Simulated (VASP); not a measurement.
Write the native input for VASP 6.6.1 that does the following.

```yaml
Task: single point
Functional: r2SCAN
Potentials_or_basis: VASP PAW PBE potentials, release 64 (B, P)
Cutoff: 520 eV
k_mesh: 8 × 6 × 1
Occupations: gaussian, width 0.05 eV
Spin: no spin polarisation
Dipole_correction: yes
Further_INCAR_settings: ALGO = Normal; EDIFF = 1e-07; NBANDS = 31
```

BP, a slab with vacuum:

```
B P
1.0
     3.20781    0.00000    0.00000
     0.00000    4.53653    0.00000
     0.00000    0.00000   23.41563
B P
5 5
Direct
  0.50000 0.50000 0.36301
  0.00000 0.00000 0.43150
  0.50000 0.49383 0.49970
  0.00000 0.99821 0.56944
  0.50000 0.44150 0.62250
  0.00000 0.25000 0.36301
  0.50000 0.75000 0.43150
  0.00000 0.24662 0.50019
  0.50000 0.75380 0.56845
  0.00000 0.23477 0.64330
```

One way to write it, as run:

POSCAR

```
BP
1.0
    3.2078136971      0.0000000000      0.0000000000
    0.0000000000      4.5365336360      0.0000000000
    0.0000000000      0.0000000000     23.4156273941
B P
5 5
Direct
    0.5000000000      0.5000000000      0.3630054347
    0.0000000000      0.0000000000      0.4315027173
    0.5000000000      0.4938279794      0.4996978588
    0.0000000000     -0.0017869271      0.5694357499
    0.5000000000      0.4414990356      0.6225005906
    0.0000000000      0.2500000000      0.3630054347
    0.5000000000      0.7500000000      0.4315027173
    0.0000000000      0.2466156993      0.5001947379
    0.5000000000      0.7537982551      0.5684543836
    0.0000000000      0.2347659986      0.6432993946
```

INCAR.step1

```
SYSTEM = BP
PREC     = Accurate       ! precision mode
ENCUT    = 520            ! plane-wave cutoff, eV
ISMEAR   = 0              ! smearing method
SIGMA    = 0.05           ! smearing width, eV
LREAL    = .False.        ! projectors in reciprocal space
LASPH    = .True.         ! aspherical terms in the spheres
NELM     = 100            ! most SCF steps
LDIPOL   = .True.       
IDIPOL   = 3            
DIPOL    = 0.5 0.5 0.499
NBANDS   = 31             ! bands
GGA      = PE             ! functional
ALGO     = Normal         ! electronic algorithm
EDIFF    = 1E-4           ! SCF threshold, eV
LWAVE    = .True.         ! write WAVECAR
LCHARG   = .False.        ! write CHGCAR
```

INCAR.step2

```
SYSTEM = BP
PREC     = Accurate       ! precision mode
ENCUT    = 520            ! plane-wave cutoff, eV
EDIFF    = 1E-7           ! SCF threshold, eV
ISMEAR   = 0              ! smearing method
SIGMA    = 0.05           ! smearing width, eV
LREAL    = .False.        ! projectors in reciprocal space
LASPH    = .True.         ! aspherical terms in the spheres
NELM     = 100            ! most SCF steps
ALGO     = Normal         ! electronic algorithm
ISIF     = 2              ! what is computed and relaxed
LWAVE    = .False.        ! write WAVECAR
LCHARG   = .True.         ! write CHGCAR
LDIPOL   = .True.       
IDIPOL   = 3            
DIPOL    = 0.5 0.5 0.499
METAGGA  = R2SCAN         ! meta-GGA
LMIXTAU  = .True.       
LELF     = .True.         ! ELF
LVHAR    = .True.       
LVACPOTAV= .True.       
NBANDS   = 31             ! bands
ISTART   = 1
```

KPOINTS

```
regular mesh
0
Gamma
  8 6 1
  0 0 0
```

Potentials or basis: VASP PAW PBE potentials, release 64 (B, P).

Command:

```sh
$ cat potpaw_PBE.64/B/POTCAR potpaw_PBE.64/P/POTCAR > POTCAR
$ cp INCAR.step1 INCAR
$ mpirun -np 1 vasp_std > vasp.out
$ cp INCAR.step2 INCAR
$ mpirun -np 1 vasp_std > vasp.out
```

Results of the run:

```json
{"Largest force": "3.377 eV/Å", "Band gap on the k mesh": "0.33 eV (least direct gap 0.68 eV)"}
```

Caveat: semilocal functionals underestimate gaps, and a narrow one can read as zero; the PAW data sets were made with another functional, which shifts forces and pressure a little.

It took 14 min on 1 thread of Intel(R) Xeon(R) Platinum 8559C (Emerald Rapids), with other jobs on the host, peak memory 0.5 GiB.
